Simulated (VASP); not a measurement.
The system is Mg.

```
Mg
1.0
     3.18918    0.00000    0.00000
    -1.59459    2.76191    0.00000
     0.00000    0.00000    5.11341
Mg
2
Direct
  0.33333 0.66667 0.25000
  0.66667 0.33333 0.75000
```

Base run:

```yaml
Program: VASP 6.6.1
Functional: PBE
Potentials_or_basis: VASP PAW PBE potentials, release 64 (Mg)
Cutoff: 520 eV
k_mesh: 11 × 11 × 6
Occupations: fermi-dirac, width 0.05 eV
Spin: no spin polarisation
```

Its results: band gap on the k mesh zero (bands 2 and 3 overlap by 1.98 eV); pressure 0.5 GPa.

Problem. The run is repeated on the same cell with these changes: functional from PBE to PBEsol; further incar settings from ALGO = Normal; EDIFF = 1e-07; NBANDS = 9 to ALGO = Normal; EDIFF = 1e-06; NBANDS = 9. What comes out?

Solution. Band gap on the k mesh zero (bands 2 and 3 overlap by 1.97 eV); pressure -0.1 GPa.

Caveats: the PAW data sets were made with another functional, which shifts forces and pressure a little (at least some runs).
